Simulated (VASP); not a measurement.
Runs of VASP 6.6.1 on Ta3RhN4. The structure is that of space group P4/mmm (No. 123), or close to it. The cells are those of the table. 

| spin | cell | k mesh | smearing | gap on the mesh (eV) | pressure (GPa) | largest force (eV/Å) |
| --- | --- | --- | --- | --- | --- | --- |
| collinear, ferromagnetic start | a = 2.997, b = 2.997, c = 9.987 Å, 8 atoms | 4 × 4 × 2 | gaussian 0.15 eV | none | 0.7 | (a) |
| off | a = 2.990, b = 2.990, c = 10.047 Å, 8 atoms | 8 × 8 × 2 | gaussian 0.2 eV | none | 0.6 | 0.11 |
| off | a = 2.990, b = 2.990, c = 10.047 Å, 8 atoms | 10 × 10 × 4 | gaussian 0.1 eV | none | 0.5 | (b) |
| off | a = 2.988, b = 2.988, c = 10.057 Å, 8 atoms | 8 × 8 × 2 | gaussian 0.2 eV | none | 0.5 | 0.01 |

Alike in all rows: task single point; level PBE; potentials or basis VASP PAW PBE potentials, release 64 (Ta_pv, Rh_pv, N); cutoff (eV) 520.

Fill in the values left out.

(a) 0.03; (b) 0.02.

Caveats: some runs use coarse meshes; spin-orbit coupling is left out, which moves the levels of the heavy elements.

A k mesh can miss the band edges, and the runs leave out spin-orbit coupling on Rh, Ta.

A gap of «none» marks levels without a gap at the run's occupations.
